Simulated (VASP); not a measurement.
Crystal: Rh.

```xyz
4
Lattice="2.6892 0.0000 0.0000 -1.3446 2.3289 0.0000 0.0000 0.0000 8.7829" Properties=species:S:1:pos:R:3 pbc="T T T"
Rh    0.0000    0.0000    0.0000
Rh    0.0000    0.0000    4.3915
Rh    0.0000    1.5526    2.1957
Rh    1.3446    0.7763    6.5872
```

This isn't the form of Rh at room conditions, which is fcc.

* Program: VASP 6.6.1
* Task: relaxation of cell and atoms
* Functional: BLYP
* Potentials or basis: VASP PAW PBE potentials, release 64 (Rh_pv)
* Cutoff: 600 eV
* k mesh: 13 × 13 × 4
* Occupations: fermi-dirac, width 0.1 eV
* Spin: no spin polarisation

At the start: pressure 21.0 GPa; volume 13.75 Å³/atom.

Q: How do energy, volume and symmetry change on relaxing?

A: Over 8 steps the energy falls by 69.9 meV/atom and the volume is 14.91 Å³/atom (+8.4 %); space group P6_3/mmc (No. 194, to 0.1 Å) before and after.

Step by step:
```
step  energy change (eV)  largest force (eV/Å)  pressure (GPa)  volume (Å³)
   1              0.0000                0.0000           21.05        55.01
   2              0.6550                0.0000          -22.57        70.68
   3             -0.2784                0.0000           -1.02        59.92
   4             -0.2793                0.0000           -0.16        59.67
   5             -0.2793                0.0000            0.17        59.58
   6             -0.2794                0.0000            0.18        59.58
   7             -0.2794                0.0000            0.18        59.58
   8             -0.2794                0.0000           -0.03        59.64
```

Final structure:
```xyz
4
Lattice="2.7642 0.0000 0.0000 -1.3821 2.3939 0.0000 0.0000 0.0000 9.0134" Properties=species:S:1:pos:R:3 pbc="T T T"
Rh    0.0000    0.0000    0.0000
Rh    0.0000    0.0000    4.5067
Rh    0.0000    1.5959    2.2533
Rh    1.3821    0.7980    6.7600
```

Caveat: the highest band is partly filled, so the run has too few bands; the PAW data sets were made with another functional, which shifts forces and pressure a little.
